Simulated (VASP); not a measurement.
# NbIn2S3 (P-4m2) in VASP: further runs, part 2 of 2

VASP 6.6.1. Earlier steps stand in the parts before.

### 5 Relaxation of cell and atoms, PBE, collinear spin, zero start

This run uses another cell than the first one, of 19.75 Å³/atom, 0.916 times its volume.

Contents of INCAR:

```
PREC = Accurate
ENCUT = 600
EDIFF = 1E-6
ISMEAR = 0
SIGMA = 0.1
LREAL = False
LASPH = True
NELM = 150
ALGO = Normal
ISIF = 3
LWAVE = False
LCHARG = False
ISPIN = 2
MAGMOM = 0 0 0 0 0 0
LORBIT = 11
LMAXMIX = 4
GGA = PE
IBRION = 2
NSW = 90
EDIFFG = -0.04
```

Contents of KPOINTS:

```
regular mesh
0
Gamma
  4 4 2
```

Contents of POSCAR:

```
NbIn2S3
1.0
    3.7524419600      0.0000000000      0.0000000000
    0.0000000000      3.7524419600      0.0000000000
    0.0000000000      0.0000000000      8.4161738600
Nb In S
1 2 3
Direct
    0.5000000000      0.5000000000      0.0000000000
    0.5000000000      0.0000000000      0.7344790700
    0.0000000000      0.5000000000      0.2655209300
    0.5000000000      0.0000000000      0.3861632900
    0.0000000000      0.5000000000      0.6138367100
    0.0000000000      0.0000000000      0.0000000000
```

Potentials or basis: VASP PAW PBE potentials, release 64 (Nb_sv, In_d, S).

Command:

```
cat potpaw_PBE.64/Nb_sv/POTCAR potpaw_PBE.64/In_d/POTCAR potpaw_PBE.64/S/POTCAR > POTCAR
mpirun -np 1 vasp_std > vasp.out
```

OUTCAR:

```text
PREC = Accurate
   ENCUT = 600
   EDIFF = 1E-6
   ISMEAR = 0
   LREAL = False
   LASPH = True
   NELM = 150
   ISIF = 3
   ISPIN = 2
   LORBIT = 11
   GGA = PE
   IBRION = 2
   NSW = 90
   EDIFFG = -0.04

 ion  position               nearest neighbor table
   1  0.500  0.500  0.000-   6 2.65   6 2.65   6 2.65   6 2.65   3 2.92   3 2.92   2 2.92   2 2.92

   2  0.500  0.000  0.734-   5 2.84   5 2.84   5 2.84   5 2.84   1 2.92   6 2.92   6 2.92   1 2.92
                             4 2.93
   3  0.000  0.500  0.266-   4 2.84   4 2.84   4 2.84   4 2.84   6 2.92   1 2.92   6 2.92   1 2.92
                             5 2.93
   4  0.500  0.000  0.386-   3 2.84   3 2.84   3 2.84   3 2.84   2 2.93
   5  0.000  0.500  0.614-   2 2.84   2 2.84   2 2.84   2 2.84   3 2.93
   6  0.000  0.000  0.000-   1 2.65   1 2.65   1 2.65   1 2.65   3 2.92   3 2.92   2 2.92   2 2.92

  LATTYP: Found a simple tetragonal cell.
 ALAT       =     3.7524419600
 C/A-ratio  =     2.2428525077

  Lattice vectors:
[... 419 lines left out ...]
      3     -24.8015      1.00000
      4     -24.4471      1.00000
      5      -7.9828      1.00000
      6      -7.6447      1.00000
[... 433 lines left out ...]
     33       9.2993      0.00000
     34       9.3324      0.00000
 Fermi energy:         7.2951926855

 spin component 2

 k-point     1 :       0.0000    0.0000    0.0000
  band No.  band energies     occupation
      1     -48.6320      1.00000
      2     -24.8015      1.00000
      3     -24.8015      1.00000
      4     -24.4471      1.00000
      5      -7.9828      1.00000
      6      -7.6447      1.00000
[... 466 lines left out ...]
  FREE ENERGIE OF THE ION-ELECTRON SYSTEM (eV)
  ---------------------------------------------------
  free  energy   TOTEN  =       -28.9039700172 eV

  energy  without entropy=      -28.8925753562  energy(sigma->0) =      -28.89827269

 reached required accuracy - stopping structural energy minimisation

 total charge

# of ion       s       p       d       tot
------------------------------------------
    1        2.133   5.968   2.493  10.594
    2        0.856   0.529   9.910  11.295
    3        0.856   0.529   9.910  11.295
    4        1.361   2.334   0.000   3.695
    5        1.361   2.334   0.000   3.695
    6        1.327   2.397   0.000   3.724
--------------------------------------------------
tot          7.895  14.091  22.312  44.298

 magnetization (x)

# of ion       s       p       d       tot
------------------------------------------
    1       -0.000  -0.000  -0.000  -0.000
    2        0.000  -0.000  -0.000   0.000
    3        0.000  -0.000  -0.000   0.000
    4       -0.000   0.000   0.000   0.000
    5       -0.000   0.000   0.000   0.000
    6        0.000  -0.000   0.000  -0.000
--------------------------------------------------
tot          0.000   0.000  -0.000   0.000
```

OSZICAR:

```text
N       E                     dE             d eps       ncg     rms          rms(c)
DAV:   1     0.683285263348E+03    0.68329E+03   -0.29266E+04  1632   0.217E+03
DAV:   2     0.754942864860E+02   -0.60779E+03   -0.59826E+03  1656   0.596E+02
[... 301 lines left out ...]
DAV:   1    -0.289041457325E+02   -0.18008E-03   -0.98834E-03  2428   0.802E-01    0.915E-02
DAV:   2    -0.289040247312E+02    0.12100E-03   -0.60863E-04  2380   0.249E-01    0.394E-02
DAV:   3    -0.289039914196E+02    0.33312E-04   -0.19223E-04  2624   0.927E-02    0.242E-02
DAV:   4    -0.289039749975E+02    0.16422E-04   -0.59950E-05  2392   0.497E-02    0.152E-02
DAV:   5    -0.289039710001E+02    0.39974E-05   -0.11352E-05  2564   0.235E-02    0.715E-03
DAV:   6    -0.289039700172E+02    0.98292E-06   -0.13475E-06  1184   0.771E-03
  27 F= -.28903970E+02 E0= -.28898273E+02  d E =-.487836E-02  mag=    -0.0000
```

Wall time 62 min (1 thread of Oxide Virtual Turin-like, shared host); peak memory 0.32 GiB.

Results:

```
Free energy                                           : -28.9040 eV
Relaxed volume                                        : 21.39 Å³/atom
Relaxed cell                                          : a = 3.516 Å, b = 3.516 Å, c = 10.381 Å, α = 90.00°, β = 90.00°, γ = 90.00°
Space group after relaxing (to 0.05 Å)                : P-4m2 (No. 115)
Energy gained by relaxing                             : 210.9 meV/atom
Ionic steps                                           : 27
Pressure after relaxing                               : 0.0 GPa
Largest force after relaxing                          : 0.040 eV/Å
Net moment                                            : 0.00 μB per cell
Valence electrons inside the program's atomic spheres : Nb 10.59; In 11.29; S 3.69, 3.72
```

Forces on the atoms (eV/Å):
```
Nb   0.000  0.000  0.000
In   0.000  0.000  0.040
In   0.000  0.000 -0.040
S    0.000  0.000 -0.029
S    0.000  0.000  0.029
S    0.000  0.000  0.000
```

Step by step:
| step | energy change (eV) | largest force (eV/Å) | pressure (GPa) | volume (Å³) |
| --- | --- | --- | --- | --- |
| 1 | 0.0000 | 2.1001 | -0.44 | 118.51 |
| 2 | -0.7353 | 1.1617 | 0.26 | 117.41 |
| 3 | -1.0675 | 0.0534 | 3.66 | 115.90 |
| 4 | -1.0684 | 0.0784 | 4.11 | 115.76 |
| 5 | -1.1474 | 0.0904 | -2.10 | 125.97 |
| 6 | -1.1624 | 0.0771 | -0.55 | 122.91 |
| 7 | -1.1830 | 0.2242 | 0.00 | 123.48 |
| 8 | -1.1855 | 0.2968 | 0.33 | 123.75 |
| 9 | -1.1973 | 0.2625 | -0.24 | 124.98 |
| 10 | -1.2055 | 0.1826 | -1.18 | 127.20 |
| 11 | -1.2107 | 0.1775 | -1.01 | 127.13 |
| 12 | -1.2200 | 0.1888 | -0.46 | 126.90 |
| 13 | -1.2207 | 0.2159 | -0.22 | 126.81 |
| 14 | -1.2241 | 0.2022 | -0.13 | 126.59 |
| 15 | -1.2325 | 0.1631 | 0.17 | 125.94 |
| 16 | -1.2415 | 0.0954 | 0.81 | 124.65 |
| 17 | -1.2455 | 0.0957 | 0.41 | 125.11 |
| 18 | -1.2477 | 0.1138 | -0.30 | 125.97 |
| 19 | -1.2478 | 0.1107 | -0.18 | 125.82 |
| 20 | -1.2494 | 0.0936 | -0.16 | 125.92 |
| 21 | -1.2532 | 0.0461 | -0.15 | 126.20 |
| 22 | -1.2568 | 0.0442 | -0.09 | 126.76 |
| 23 | -1.2601 | 0.0754 | 0.40 | 126.58 |
| 24 | -1.2603 | 0.0850 | 0.56 | 126.52 |
| 25 | -1.2624 | 0.0755 | 0.43 | 126.97 |
| 26 | -1.2652 | 0.0410 | 0.02 | 128.30 |
| 27 | -1.2652 | 0.0395 | 0.01 | 128.36 |

Final structure:
```yaml
crystal:
  lattice:
    - [3.51624, 0.00000, 0.00000]
    - [0.00000, 3.51624, 0.00000]
    - [0.00000, 0.00000, 10.38142]
  atoms:
    - { symbol: Nb, position: [0.50000, 0.50000, 0.00000] }
    - { symbol: In, position: [0.50000, 0.00000, 0.72873] }
    - { symbol: In, position: [0.00000, 0.50000, 0.27127] }
    - { symbol: S, position: [0.50000, 0.00000, 0.36374] }
    - { symbol: S, position: [0.00000, 0.50000, 0.63626] }
    - { symbol: S, position: [0.00000, 0.00000, 0.00000] }
```

Caveat: the k points lie up to 0.45 Å⁻¹ apart in the final cell; spin-orbit coupling is left out, which moves the levels of the heavy elements.

### 6 The runs side by side

| task | spin | cell | k mesh | cutoff (eV) | gap on the mesh (eV) | pressure (GPa) | moment (μB) | relaxed volume (Å³/atom) | largest force (eV/Å) |
| --- | --- | --- | --- | --- | --- | --- | --- | --- | --- |
| relaxation of cell and atoms | off | relaxed from a = 3.514, b = 3.514, c = 10.477 Å, 6 atoms | 6 × 6 × 2 | 600 | none | 0.0 | - | 21.54 | 0.02 |
| single point | off | a = 3.531, b = 3.531, c = 10.285 Å, 6 atoms | 10 × 10 × 4 | 520 | none | -0.1 | - | - | - |
| single point | collinear, ferromagnetic start | a = 3.752, b = 3.752, c = 8.416 Å, 6 atoms | 4 × 4 × 2 | 520 | none | -0.1 | 1.69 | - | 2.24 |
| relaxation of cell and atoms | collinear, zero start | relaxed from a = 3.752, b = 3.752, c = 8.416 Å, 6 atoms | 4 × 4 × 2 | 600 | none | 0.0 | 0.00 | 21.39 | 0.04 |

Alike in all rows: level PBE; potentials or basis VASP PAW PBE potentials, release 64 (Nb_sv, In_d, S); smearing gaussian 0.1 eV.

Caveats: some runs use coarse meshes; spin-orbit coupling is left out, which moves the levels of the heavy elements; forces of over 1 eV/Å act on the atoms, so gaps and moduli don't describe the material at rest (some runs).

Total energies depend on the potentials used, so only differences within one code and one set of settings carry meaning.
